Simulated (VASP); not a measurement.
Cu, 1 atom in the cell. The structure is cubic, space group Fm-3m (No. 225). The conventional cell has a = 3.566 Å, b = 3.566 Å, c = 3.566 Å, α = 90.00°, β = 90.00°, γ = 90.00°. Within 3.3 Å of Cu (site symmetry m-3m) lie 12 Cu at 2.52 Å. 

| Item | Value |
| --- | --- |
| Program | VASP 6.6.1 |
| Task | single point |
| Functional | r2SCAN |
| Dispersion | D4 |
| Potentials or basis | VASP PAW PBE potentials, release 64 (Cu) |
| Cutoff | 660 eV |
| k mesh | 13 × 13 × 13 |
| Occupations | fermi-dirac, width 0.05 eV |
| Spin | no spin polarisation |
| Dipole correction | no |
| Further INCAR settings | ALGO = Normal; EDIFF = 1e-06; NBANDS = 12 |

Potentials or basis: VASP PAW PBE potentials, release 64 (Cu).

Command:

```sh
$ cat potpaw_PBE.64/Cu/POTCAR > POTCAR
$ cp INCAR.step1 INCAR
$ mpirun -np 1 vasp_std > vasp.out
$ cp INCAR.step2 INCAR
$ mpirun -np 1 vasp_std > vasp.out
```

Hardware: 1 thread of Intel(R) Xeon(R) 6975P-C (Granite Rapids), with other jobs on the host.

Problem. Estimate the wall time of this run.

Solution. Wall time 26 s on 1 thread of Intel(R) Xeon(R) 6975P-C (Granite Rapids), on a shared host, peak memory 0.15 GiB. Counts: k points 84.
